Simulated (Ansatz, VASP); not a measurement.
One calculation of ZnO, two programs

```
Zn O
1.0
     3.20274    0.00000    0.00000
    -1.60137    2.77366    0.00000
     0.00000    0.00000    5.30758
Zn O
2 2
Direct
  0.33333 0.66667 0.00158
  0.66667 0.33333 0.50158
  0.33333 0.66667 0.38052
  0.66667 0.33333 0.88052
```

Alike in both runs: task single point; functional PBEsol; k mesh 9 × 9 × 6; occupations gaussian, width 0.05 eV; no spin polarisation.

```csv
,VASP,Ansatz
version,VASP 6.6.1,Ansatz 0.2.0
potentials or method,"VASP PAW PBE potentials, release 64 (Zn, O), cutoff 520 eV","scalar-relativistic, plane waves, PAW"
valence electrons in the cell,36,36
```

Ansatz gave:

```
gap on the k mesh at the Fermi level (eV)                     : 0.66
least direct gap on the mesh (eV)                             : 0.66
pressure (GPa)                                                : 0.2
traceless stress, the component that is largest in VASP (GPa) : -3.87
rms of the force components (eV/Å)                            : 0.121
```

Question: What did VASP give for the same quantities?

Answer: gap on the k mesh at the Fermi level (eV): 0.65; least direct gap on the mesh (eV): 0.65; pressure (GPa): 0.9; traceless stress, the component that is largest in VASP (GPa): -4.00; rms of the force components (eV/Å): 0.128.

VASP's potentials were made for PBE, not for PBEsol, and Ansatz warns of the same on its side. Atom by atom the forces differ by 0.007 eV/Å (rms over components).
